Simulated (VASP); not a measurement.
A run of VASP 6.6.1 is set up as follows.

File INCAR:

```
ALGO = Normal ; EDIFF = 1E-6
ENCUT = 520 ; GGA = CA
ISIF = 2 ; ISMEAR = 0
LASPH = True ; LCHARG = False
LREAL = False ; LWAVE = False
NBANDS = 16 ; NELM = 60
PREC = Accurate ; SIGMA = 0.01
```

Contents of KPOINTS:

```
k-points
0
Gamma
  7 7 3
```

POSCAR

```
BN
1.0
    2.4982400000      0.0000000000      0.0000000000
   -1.2491200000      2.1635393000      0.0000000000
    0.0000000000      0.0000000000      6.6357000000
B N
2 2
Direct
    0.3233262899      0.6666666697      0.2500000000
    0.6666666674      0.3333333349      0.7500000000
    0.3333333349      0.6666666697      0.7500000000
    0.6666666674      0.3333333349      0.2500000000
```

Potentials or basis: VASP PAW LDA potentials, release 64 (B, N).

Launch:

```console
$ cat potpaw_LDA.64/B/POTCAR potpaw_LDA.64/N/POTCAR > POTCAR
$ mpirun -np 1 vasp_std > vasp.out
```

**Question.** Estimate the band gap on the k mesh.

**Answer.** 4.23 eV, indirect (least direct gap 4.43 eV).

**Question.** What does it give for the pressure?

**Answer.** -2.4 GPa.

**Question.** What does it give for the largest force?

**Answer.** 1.043 eV/Å.

Forces on the atoms (eV/Å):
```
B    1.042  0.040  0.000
B    0.000  0.000  0.000
N   -0.001  0.000  0.000
N   -1.042 -0.040  0.000
```

Caveat: forces of over 1 eV/Å act on the atoms, so gaps and moduli don't describe the material at rest. A k mesh can miss the band edges.
